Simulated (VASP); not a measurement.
Set up this calculation in VASP 6.6.1, as the native input.

```yaml
Task: single point
Functional: LDA
Potentials_or_basis: VASP PAW LDA potentials, release 64 (Li_sv, F)
Cutoff: 520 eV
k_mesh: 10 × 10 × 10
Occupations: gaussian, width 0.02 eV
Spin: no spin polarisation
Dipole_correction: no
k_mesh_for_the_DOS: 15 × 15 × 15
Occupations_for_the_DOS: tetrahedron
Further_INCAR_settings: ALGO = Normal; EDIFF = 1e-07; NBANDS = 12
```

The system is LiF.

```
Li F
1.0
     0.00000    2.03367    2.03367
     2.03367    0.00000    2.03367
     2.03367    2.03367    0.00000
Li F
1 1
Direct
  0.00000 0.00000 0.00000
  0.50000 0.50000 0.50000
```

One way to write it, as run:

POSCAR

```
LiF
1.0
    0.0000000000      2.0336720977      2.0336720977
    2.0336720977      0.0000000000      2.0336720977
    2.0336720977      2.0336720977      0.0000000000
Li F
1 1
Direct
    0.0000000000      0.0000000000      0.0000000000
    0.5000000000      0.5000000000      0.5000000000
```

INCAR.step1

```
PREC = Accurate ; ENCUT = 520
EDIFF = 1E-7 ; ISMEAR = 0
SIGMA = 0.02 ; LREAL = F
LASPH = T ; NELM = 100
ALGO = Normal ; ISIF = 2
LWAVE = F ; LCHARG = T
NBANDS = 12
```

KPOINTS.step1

```
regular mesh
0
Gamma
  10 10 10
```

INCAR.step2

```
PREC = Accurate ; ENCUT = 520
EDIFF = 1E-7 ; ISMEAR = -5
SIGMA = 0.02 ; LREAL = F
LASPH = T ; NELM = 100
ALGO = Normal ; ISIF = 2
LWAVE = F ; LCHARG = F
LORBIT = 11 ; NBANDS = 12
NEDOS = 2001 ; ICHARG = 11
```

KPOINTS.step2

```
regular mesh
0
Gamma
  15 15 15
```

Potentials or basis: VASP PAW LDA potentials, release 64 (Li_sv, F).

Run with:

```console
$ cat potpaw_LDA.64/Li_sv/POTCAR potpaw_LDA.64/F/POTCAR > POTCAR
$ cp INCAR.step1 INCAR
$ cp KPOINTS.step1 KPOINTS
$ mpirun -np 1 vasp_std > vasp.out
$ cp INCAR.step2 INCAR
$ cp KPOINTS.step2 KPOINTS
$ mpirun -np 1 vasp_std > vasp.out
```

Results of the run:

```yaml
Valence_electrons_inside_the_program's_atomic_spheres: Li 2.08; F 6.09
```

It took 34 s on 1 thread of Intel Xeon 8259CL, with other jobs on the host, peak memory 0.13 GiB.
